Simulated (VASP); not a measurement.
# NaCl (Fm-3m) in VASP: further runs

The runs below take NaCl through single point, with PBE, BLYP+D4.

Program: VASP 6.6.1. These are calculated values, not measurements. Logs are shortened: lines on timing, memory, paths and dates and some standing lists are left out, and cuts for length are marked.

**1. The cell of the first run**

It takes space group Fm-3m (No. 225, cubic). Conventional cell: a = 5.588 Å, b = 5.588 Å, c = 5.588 Å, α = 90.00°, β = 90.00°, γ = 90.00°. Cl (site symmetry m-3m) has 6 Na at 2.79 Å within 3.7 Å. Na (site symmetry m-3m) has 6 Cl at 2.79 Å within 3.7 Å.

**2. Single point, PBE**

Contents of INCAR:

```
SYSTEM = NaCl
PREC     = Accurate       ! precision mode
ENCUT    = 520            ! plane-wave cutoff, eV
EDIFF    = 1E-6           ! SCF threshold, eV
ISMEAR   = 0              ! smearing method
SIGMA    = 0.028999999999999998 ! smearing width, eV
LREAL    = .FALSE.        ! projectors in reciprocal space
LASPH    = .TRUE.         ! aspherical terms in the spheres
NELM     = 100            ! most SCF steps
ALGO     = Normal         ! electronic algorithm
ISIF     = 2              ! what is computed and relaxed
LWAVE    = .FALSE.        ! write WAVECAR
LCHARG   = .FALSE.        ! write CHGCAR
GGA      = PE             ! functional
NBANDS   = 14             ! bands
```

Contents of KPOINTS:

```
Automatic mesh
0
G
  8 8 8
  0 0 0
```

Contents of POSCAR:

```
NaCl
1.0
    0.0000000000      2.7940632177      2.7940632177
    2.7940632177      0.0000000000      2.7940632177
    2.7940632177      2.7940632177      0.0000000000
Cl Na
1 1
Direct
    0.5000000000      0.5000000000      0.5000000000
    0.0000000000      0.0000000000      0.0000000000
```

Potentials or basis: VASP PAW PBE potentials, release 64 (Cl, Na_pv).

Launch:

```
> cat potpaw_PBE.64/Cl/POTCAR potpaw_PBE.64/Na_pv/POTCAR > POTCAR
> mpirun -np 1 vasp_std > vasp.out
```

OUTCAR:

```text
SYSTEM = NaCl
   PREC = Accurate
   ENCUT = 520
   EDIFF = 1E-6
   ISMEAR = 0
   LREAL = .FALSE.
   LASPH = .TRUE.
   NELM = 100
   ISIF = 2
   GGA = PE

 ion  position               nearest neighbor table
   1  0.500  0.500  0.500-
   2  0.000  0.000  0.000-

  LATTYP: Found a face centered cubic cell.
 ALAT       =     5.5881264354

  Lattice vectors:

 A1 = (   0.0000000000,   2.7940632177,   2.7940632177)
 A2 = (   2.7940632177,   0.0000000000,   2.7940632177)
 A3 = (   2.7940632177,   2.7940632177,   0.0000000000)

Analysis of symmetry for initial positions (statically):
=====================================================================
 Subroutine PRICEL returns:
 Original cell was already a primitive cell.

 Routine SETGRP: Setting up the symmetry group for a
 face centered cubic supercell.

 Subroutine GETGRP returns: Found 48 space group operations
 (whereof 48 operations were pure point group operations)
 out of a pool of 48 trial point group operations.

The static configuration has the point symmetry O_h .

Analysis of symmetry for dynamics (positions and initial velocities):
=====================================================================
 Subroutine PRICEL returns:
 Original cell was already a primitive cell.

 Routine SETGRP: Setting up the symmetry group for a
 face centered cubic supercell.

 Subroutine GETGRP returns: Found 48 space group operations
 (whereof 48 operations were pure point group operations)
 out of a pool of 48 trial point group operations.

The dynamic configuration has the point symmetry O_h .

 Subroutine INISYM returns: Found 48 space group operations
 (whereof 48 operations are pure point group operations),
 and found     1 'primitive' translations

----------------------------------------------------------------------------------------

                                     Primitive cell

  volume of cell :      43.6253

  direct lattice vectors                    reciprocal lattice vectors
     0.000000000  2.794063218  2.794063218    -0.178950854  0.178950854  0.178950854
     2.794063218  0.000000000  2.794063218     0.178950854 -0.178950854  0.178950854
     2.794063218  2.794063218  0.000000000     0.178950854  0.178950854 -0.178950854

  length of vectors
     3.951402097  3.951402097  3.951402097     0.309951972  0.309951972  0.309951972

  position of ions in fractional coordinates (direct lattice)
     0.500000000  0.500000000  0.500000000
     0.000000000  0.000000000  0.000000000

  ion indices of the primitive-cell ions
   primitive index   ion index
                 1           1
                 2           2

----------------------------------------------------------------------------------------

 KPOINTS: Automatic mesh

Automatic generation of k-mesh.
 Grid dimensions read from file:
 generate k-points for:    8    8    8

 Generating k-lattice:

  Cartesian coordinates                     Fractional coordinates (reciprocal lattice)
    -0.022368857  0.022368857  0.022368857     0.125000000  0.000000000  0.000000000
     0.022368857 -0.022368857  0.022368857     0.000000000  0.125000000  0.000000000
     0.022368857  0.022368857 -0.022368857     0.000000000  0.000000000  0.125000000

  Length of vectors
     0.038743996  0.038743996  0.038743996

  Shift w.r.t. Gamma in fractional coordinates (k-lattice)
     0.000000000  0.000000000  0.000000000

 Subroutine IBZKPT returns following result:
 ===========================================

 Found     29 irreducible k-points:

 Following reciprocal coordinates:
            Coordinates               Weight
  0.000000  0.000000  0.000000      1.000000
  0.125000  0.000000  0.000000      8.000000
  0.250000  0.000000  0.000000      8.000000
  0.375000  0.000000  0.000000      8.000000
  0.500000  0.000000  0.000000      4.000000
  0.125000  0.125000  0.000000      6.000000
[... 16 lines left out ...]
  0.500000  0.250000  0.125000     48.000000
 -0.375000  0.250000  0.125000     24.000000
 [... further k-points ...]
   k-points           NKPTS =     29   k-points in BZ     NKDIM =     29   number of bands    NBANDS=     14
   number of dos      NEDOS =    301   number of ions     NIONS =      2
   total plane-waves  NPLWV =  27000
   dimension x,y,z NGX =    30 NGY =   30 NGZ =   30
   dimension x,y,z NGXF=    60 NGYF=   60 NGZF=   60
   ions per type =               1   1
   NGX,Y,Z   is equivalent  to a cutoff of  12.62, 12.62, 12.62 a.u.
   NGXF,Y,Z  is equivalent  to a cutoff of  25.24, 25.24, 25.24 a.u.
 SYSTEM =  NaCl
   PREC   = accura    normal or accurate (medium, high low for compatibility)
   ISTART =      0    job   : 0-new  1-cont  2-samecut
   ICHARG =      2    charge: 1-file 2-atom 10-const
   ISPIN  =      1    spin polarized calculation?
   LNONCOLLINEAR =      F non collinear calculations
   LSORBIT =      F    spin-orbit coupling
   LASPH  =      T    aspherical Exc in radial PAW
   ENCUT  =  520.0 eV  38.22 Ry    6.18 a.u.   7.35  7.35  7.35*2*pi/ulx,y,z
   NELM   =    100;   NELMIN=  2; NELMDL= -5     # of ELM steps
   EDIFF  = 0.1E-05   stopping-criterion for ELM
   LREAL  =      F    real-space projection
   EDIFFG = 0.1E-04   stopping-criterion for IOM
   NSW    =      0    number of steps for IOM
   IBRION =     -1    ionic relax: 0-MD 1-quasi-New 2-CG
   NFREE  =      0    steps in history (QN), initial steepest desc. (CG)
   ISIF   =      2    stress and relaxation
   ISYM   =      2    0-nonsym 1-usesym 2-fastsym
   POTIM  = 0.5000    time-step for ionic-motion
   TEBEG  =    0.0;   TEEND  =   0.0 temperature during run
   PSTRESS=    0.0 pullay stress
   NELECT =      14.0000    total number of electrons
   NUPDOWN=      -1.0000    fix difference up-down
   EMIN   =  10.00;   EMAX   =-10.00  energy-range for DOS
   EFERMI =   0.00;   METHOD = LEGACY
   ISMEAR =     0;   SIGMA  =   0.03  broadening in eV -4-tet -1-fermi 0-gaus
   EFERMI_NEDOS =   21; number of points for ismear=-14 and -15
   IALGO  =     38    algorithm
   IMIX   =      4    mixing-type and parameters
     AMIX     =   0.40;   BMIX     =  1.00
     AMIX_MAG =   1.60;   BMIX_MAG =  1.00
  volume/ion in A,a.u.               =      21.81       147.20
  Fermi-wavevector in a.u.,A,eV,Ry     =   1.120825  2.118053 17.092312  1.256249
  Thomas-Fermi vector in A             =   2.257475
   LORBIT       =      0    0 simple, 1 ext, 2 COOP (PROOUT), +10 PAW based schemes
   GGA     = PE    functional components
   LHFCALC =     F    Hartree Fock is set to
   AEXX    =    0.0000 exact exchange contribution
   IVDW    =     0    specifies the selected vdW correction
   LEPSILON=     F    determine dielectric tensor
   LRPA    =     F    only Hartree local field effects (RPA)
 non-spin polarized calculation
 Gauss-broadening in eV      SIGMA  =   0.03
  energy-cutoff  :      520.00
  volume of cell :       43.63
 maximum number of plane-waves:      1211
 NGX is ok and might be reduce to    30
   NGX = 15   NGY = 15   NGZ = 15

 number of electron      14.0000007 magnetization

 Free energy of the ion-electron system (eV)
  ---------------------------------------------------
  ext. energy  EPLUGINS =         0.00000000
  ---------------------------------------------------
  free energy    TOTEN  =        -6.76581657 eV

  energy without entropy =       -6.76581657  energy(sigma->0) =       -6.76581657

 E-fermi :  -0.4434     XC(G=0):  -8.2854

 val. band max:       -0.5684572830   @ k =   0.0000   0.0000   0.0000
 cond. band min:       4.6477733330   @ k =   0.0000   0.0000   0.0000
 fundamental gap:      5.2162306160
 Fermi energy:        -0.4433816045

 k-point     1 :       0.0000    0.0000    0.0000
  band No.  band energies     occupation
      1     -21.3348      2.00000
      2     -21.3348      2.00000
      3     -21.3348      2.00000
      4     -13.2912      2.00000
      5      -0.5685      2.00000
      6      -0.5685      2.00000
      7      -0.5685      2.00000
      8       4.6478      0.00000
      9      10.5797      0.00000
     10      10.5797      0.00000
     11      10.5797      0.00000
     12      12.7769      0.00000
     13      12.7769      0.00000
     14      14.4292      0.00000

 k-point     2 :       0.1250    0.0000    0.0000
  band No.  band energies     occupation
      1     -21.3398      2.00000
      2     -21.3352      2.00000
      3     -21.3352      2.00000
      4     -13.2403      2.00000
      5      -0.9527      2.00000
      6      -0.6116      2.00000
      7      -0.6116      2.00000
      8       5.1548      0.00000
      9      10.0424      0.00000
     10      10.7791      0.00000
     11      10.7791      0.00000
     12      12.5253      0.00000
     13      12.5253      0.00000
     14      15.3767      0.00000

 k-point     3 :       0.2500    0.0000    0.0000
  band No.  band energies     occupation
      1     -21.3516      2.00000
      2     -21.3360      2.00000
      3     -21.3360      2.00000
      4     -13.1138      2.00000
      5      -1.7117      2.00000
      6      -0.7124      2.00000
      7      -0.7124      2.00000
      8       6.1324      0.00000
      9       9.5144      0.00000
     10      10.8863      0.00000
     11      10.8863      0.00000
     12      12.7507      0.00000
     13      12.7507      0.00000
     14      15.2706      0.00000
[... 324 lines left out ...]
 k-point    23 :       0.5000    0.2500    0.1250
  band No.  band energies     occupation
      1     -21.3590      2.00000
      2     -21.3434      2.00000
      3     -21.3388      2.00000
      4     -12.9331      2.00000
      5      -2.1697      2.00000
      6      -1.2860      2.00000
      7      -0.9458      2.00000
      8       7.7051      0.00000
      9       9.0998      0.00000
     10       9.4543      0.00000
     11      11.4538      0.00000
     12      13.2800      0.00000
     13      15.7125      0.00000
     14      16.1022      0.00000

 k-point    24 :      -0.3750    0.2500    0.1250
  band No.  band energies     occupation
      1     -21.3615      2.00000
      2     -21.3439      2.00000
      3     -21.3397      2.00000
      4     -12.8914      2.00000
      5      -2.2920      2.00000
      6      -1.3675      2.00000
      7      -1.0012      2.00000
      8       7.8331      0.00000
      9       9.0918      0.00000
     10       9.8095      0.00000
     11      11.2670      0.00000
     12      13.9269      0.00000
     13      15.2282      0.00000
     14      16.2333      0.00000

 [... further k-points ...]

------------------------ aborting loop because EDIFF is reached ----------------------------------------

  FORCE on cell =-STRESS in cart. coord.  units (eV):
  Direction    XX          YY          ZZ          XY          YZ          ZX
  --------------------------------------------------------------------------------------
  -------------------------------------------------------------------------------------
  Total        0.4145221      0.4145221      0.4145221     -0.0000000      0.0000000      0.0000000
  in kB       15.2236784     15.2236784     15.2236784     -0.0000000      0.0000000      0.0000000
  external PRESSURE =      15.2236784 kB  Pullay stress =       0.0000000 kB

 VOLUME and BASIS-vectors are now :
 -----------------------------------------------------------------------------
  energy-cutoff  :      520.00
  volume of cell :       43.63
      direct lattice vectors                 reciprocal lattice vectors
     0.000000000  2.794063218  2.794063218    -0.178950854  0.178950854  0.178950854
     2.794063218  0.000000000  2.794063218     0.178950854 -0.178950854  0.178950854
     2.794063218  2.794063218  0.000000000     0.178950854  0.178950854 -0.178950854

 POSITION                                       TOTAL-FORCE (eV/Angst)
 -----------------------------------------------------------------------------------
      2.79406      2.79406      2.79406         0.000000      0.000000      0.000000
      0.00000      0.00000      0.00000        -0.000000     -0.000000     -0.000000
 -----------------------------------------------------------------------------------
    total drift:                               -0.000000      0.000000      0.000000

  FREE ENERGIE OF THE ION-ELECTRON SYSTEM (eV)
  ---------------------------------------------------
  free  energy   TOTEN  =        -6.7658165667 eV

  energy  without entropy=       -6.7658165667  energy(sigma->0) =       -6.76581657
```

Run time: 18 s. Hardware: 1 thread of Intel Xeon 8259CL, shared host; peak memory 0.16 GiB.

Results:

- Free energy: -6.7658 eV
- Pressure: 1.5 GPa
- Band gap on the k mesh: 5.22 eV

Levels at points of the mesh, in eV from the valence-band top:
| k point | band 3 | band 4 | band 5 | band 6 | band 7 | band 8 | band 9 | band 10 | band 11 | band 12 |
| --- | --- | --- | --- | --- | --- | --- | --- | --- | --- | --- |
| (0.00, 0.00, 0.00) | -20.77 | -12.72 | 0.00 | 0.00 | 0.00 | 5.22 | 11.15 | 11.15 | 11.15 | 13.35 |
| (0.50, 0.00, 0.00) | -20.77 | -12.36 | -2.01 | -0.28 | -0.28 | 7.32 | 10.85 | 11.04 | 11.04 | 15.17 |
| (0.50, 0.50, 0.00) | -20.78 | -12.31 | -1.73 | -0.62 | -0.62 | 7.62 | 8.06 | 11.52 | 15.03 | 15.03 |

**3. Single point, PBE**

Contents of INCAR:

```
PREC     = Accurate       # precision mode
ENCUT    = 520            # plane-wave cutoff, eV
EDIFF    = 1E-7           # SCF threshold, eV
ISMEAR   = 0              # smearing method
SIGMA    = 0.03           # smearing width, eV
LREAL    = False          # projectors in reciprocal space
LASPH    = True           # aspherical terms in the spheres
NELM     = 80             # most SCF steps
ALGO     = Normal         # electronic algorithm
ISIF     = 2              # what is computed and relaxed
LWAVE    = False          # write WAVECAR
LCHARG   = False          # write CHGCAR
GGA      = PE             # functional
NBANDS   = 14             # bands
```

Contents of KPOINTS:

```
regular mesh
0
Gamma
  8 8 8
```

POSCAR is that of step 2.

Potentials or basis: VASP PAW PBE potentials, release 64 (Cl, Na_pv).

Launch:

```
> cat potpaw_PBE.64/Cl/POTCAR potpaw_PBE.64/Na_pv/POTCAR > POTCAR
> mpirun -np 1 vasp_std > vasp.out
```

Run time: 21 s. Hardware: 1 thread of Intel Xeon 8259CL, shared host; peak memory 0.17 GiB.

The run converged. Its results:

* Free energy: -6.7658 eV
* Pressure: 1.5 GPa
* Band gap on the k mesh: 5.22 eV

Levels at points of the mesh, in eV from the valence-band top:
| k point | band 3 | band 4 | band 5 | band 6 | band 7 | band 8 | band 9 | band 10 | band 11 | band 12 |
| --- | --- | --- | --- | --- | --- | --- | --- | --- | --- | --- |
| (0.00, 0.00, 0.00) | -20.77 | -12.72 | 0.00 | 0.00 | 0.00 | 5.22 | 11.15 | 11.15 | 11.15 | 13.35 |
| (0.50, 0.00, 0.00) | -20.77 | -12.36 | -2.01 | -0.28 | -0.28 | 7.32 | 10.85 | 11.04 | 11.04 | 15.17 |
| (0.50, 0.50, 0.00) | -20.77 | -12.31 | -1.73 | -0.62 | -0.62 | 7.62 | 8.06 | 11.52 | 15.03 | 15.03 |

[end of part 1 of 2]
